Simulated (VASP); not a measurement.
Wanted: the native input for a VASP 6.6.1 run.

| Quantity | Value |
| --- | --- |
| Task | single point |
| Functional | PBE |
| Dispersion | D3(BJ) |
| Potentials or basis | VASP PAW PBE potentials, release 64 (B, N) |
| Cutoff | 520 eV |
| k mesh | 12 × 12 × 12 |
| Occupations | gaussian, width 0.05 eV |
| Spin | no spin polarisation |
| Dipole correction | no |
| Further INCAR settings | ALGO = Normal; EDIFF = 1e-06; NBANDS = 11 |

The structure of BN lies in POSCAR:

```
BN
1.0
    1.3533014517      0.7813289574      3.5584752950
   -1.3533014517      0.7813289574      3.5584752950
    0.0000000000     -1.5626579148      3.5584752950
B N
1 1
Direct
    0.9996975446      0.9996975446      0.9996975446
    0.3327354554      0.3327354554      0.3327354554
```

This cell differs from its parent crystal: strain +0.080 along x and y, +0.080 along z.

These files were run (other wordings do the same):

INCAR

```
SYSTEM = BN
PREC = Accurate
ENCUT = 520
EDIFF = 1E-6
ISMEAR = 0
SIGMA = 0.05
LREAL = .False.
LASPH = .True.
NELM = 100
ALGO = Normal
ISIF = 2
LWAVE = .False.
LCHARG = .False.
GGA = PE
IVDW = 12
NBANDS = 11
```

KPOINTS

```
regular mesh
0
Gamma
  12 12 12
  0 0 0
```

Potentials or basis: VASP PAW PBE potentials, release 64 (B, N).

Launch:

```sh
$ cat potpaw_PBE.64/B/POTCAR potpaw_PBE.64/N/POTCAR > POTCAR
$ mpirun -np 1 vasp_std > vasp.out
```

Results of the run:

| Item | Value |
| --- | --- |
| Pressure | -36.8 GPa |
| Largest force | 0.015 eV/Å |
| Band gap on the k mesh | 3.89 eV, indirect (least direct gap 4.09 eV) |
| Dispersion energy per atom | -0.111 eV |

Caveat: the cell differs from its parent crystal (strain +0.080 along x and y, +0.080 along z).

Wall time 57 s on 1 thread of Intel Xeon 6975P-C (shared host), peak memory 0.2 GiB.
